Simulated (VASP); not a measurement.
A run of VASP 6.6.1 is set up as follows.

Contents of INCAR:

```
SYSTEM = Pt
  PREC = Accurate
  ENCUT = 520
  EDIFF = 1E-6
  ISMEAR = 0
  SIGMA = 0.15
  LREAL = .False.
  LASPH = .True.
  NELM = 60
  ALGO = Fast
  ISIF = 2
  LWAVE = .False.
  LCHARG = .True.
  GGA = CA
  LELF = .True.
  LVHAR = .True.
  NBANDS = 11
```

The input KPOINTS:

```
Automatic mesh
0
Gamma
  22 22 22
  0 0 0
```

POSCAR

```
Pt
1.0
   -1.0904990465      1.5131596400      1.5131596400
    1.5131596400     -1.0904990465      1.5131596400
    1.5131596400      1.5131596400     -1.0904990465
Pt
1
Direct
    0.0000000000      0.0000000000      0.0000000000
```

Potentials or basis: VASP PAW LDA potentials, release 64 (Pt).

Launch:

```sh
$ cat potpaw_LDA.64/Pt/POTCAR > POTCAR
$ mpirun -np 1 vasp_std > vasp.out
```

Predict the band gap on the k mesh.

zero (band 5 reaches 16.91 eV, above the bottom of band 6 at 12.67 eV).

What does it give for the pressure?

99.7 GPa.

Stress tensor (GPa, compression positive):
```
 99.66 -12.10 -12.10
-12.10  99.66 -12.10
-12.10 -12.10  99.66
```

Caveat: spin-orbit coupling is left out, which moves the levels of the heavy elements.
